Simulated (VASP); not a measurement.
CdHg5S6: single point with PBE

CdHg5S6:

```
Cd Hg S
1.0
     4.13899    0.00000    0.00000
    -2.06950    3.58447    0.00000
     0.00000    0.00000   20.27684
Cd Hg S
1 5 6
Direct
  0.00000 0.00000 0.00000
  0.33333 0.66667 0.83333
  0.66667 0.33333 0.66667
  0.00000 0.00000 0.50000
  0.33333 0.66667 0.33333
  0.66667 0.33333 0.16667
  0.00000 0.00000 0.87500
  0.33333 0.66667 0.70833
  0.66667 0.33333 0.54167
  0.00000 0.00000 0.37500
  0.33333 0.66667 0.20833
  0.66667 0.33333 0.04167
```

```yaml
Program: VASP 6.6.1
Task: single point
Functional: PBE
Potentials_or_basis: VASP PAW PBE potentials, release 64 (Cd, Hg, S)
Cutoff: 520 eV
k_mesh: 6 × 6 × 1
Occupations: gaussian, width 0.1 eV
Spin: no spin polarisation
```

- Pressure: 4.2 GPa
- Largest force: 0.196 eV/Å
- Band gap on the k mesh: zero (filled and empty bands touch)

Forces on the atoms (eV/Å):
```
Cd   0.000  0.000  0.033
Hg   0.000  0.000  0.014
Hg   0.000  0.000  0.009
Hg   0.000  0.000 -0.006
Hg   0.000  0.000 -0.012
Hg   0.000  0.000 -0.017
S    0.000  0.000  0.140
S    0.000  0.000  0.005
S    0.000  0.000  0.001
S    0.000  0.000  0.009
S    0.000  0.000  0.021
S    0.000  0.000 -0.196
```

Levels at points of the mesh, in eV from the Fermi level:
| k point | band 52 | band 53 | band 54 | band 55 | band 56 | band 57 |
| --- | --- | --- | --- | --- | --- | --- |
| (0.00, 0.00, 0.00) | -0.23 | -0.05 | -0.02 | -0.02 | 1.07 | 1.19 |
| (0.50, 0.00, 0.00) | -1.29 | -0.99 | -0.99 | 1.73 | 2.60 | 2.75 |

Wall time 3.4 min on 1 thread of Intel Xeon 6975P-C, on a shared host, peak memory 0.48 GiB.

Caveat: spin-orbit coupling is left out, which moves the levels of the heavy elements.
